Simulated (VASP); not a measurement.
BiTe:

```xyz
2
Lattice="0.0000 3.4550 3.4550 3.4550 0.0000 3.4550 3.4550 3.4550 0.0000" Properties=species:S:1:pos:R:3 pbc="T T T"
Bi    0.0000    0.0000    0.0000
Te    1.7275    1.7275    1.7275
```

```yaml
Program: VASP 6.6.1
Task: relaxation of cell and atoms
Functional: LDA
Potentials_or_basis: VASP PAW LDA potentials, release 64 (Bi_d, Te)
Cutoff: 500 eV
k_mesh: 6 × 6 × 6
Occupations: fermi-dirac, width 0.05 eV
Spin: no spin polarisation
```

At the start: pressure 2.5 GPa; volume 41.24 Å³/atom.

Question: How do energy, volume and symmetry change on relaxing?

Answer: Over 3 steps the energy falls by 19.9 meV/atom and the volume is 43.90 Å³/atom (+6.4 %); space group F-43m (No. 216, to 0.1 Å) before and after.

The path:
| step | energy change (eV) | largest force (eV/Å) | pressure (GPa) | volume (Å³) |
| --- | --- | --- | --- | --- |
| 1 | 0.0000 | 0.0000 | 2.54 | 82.48 |
| 2 | -0.0309 | 0.0000 | -1.01 | 90.55 |
| 3 | -0.0399 | 0.0000 | 0.00 | 87.80 |

Final structure:
```
CELL_PARAMETERS angstrom
0.00000 3.52769 3.52769
3.52769 0.00000 3.52769
3.52769 3.52769 0.00000
ATOMIC_POSITIONS crystal
Bi 0.00000 0.00000 0.00000
Te 0.25000 0.25000 0.25000
```
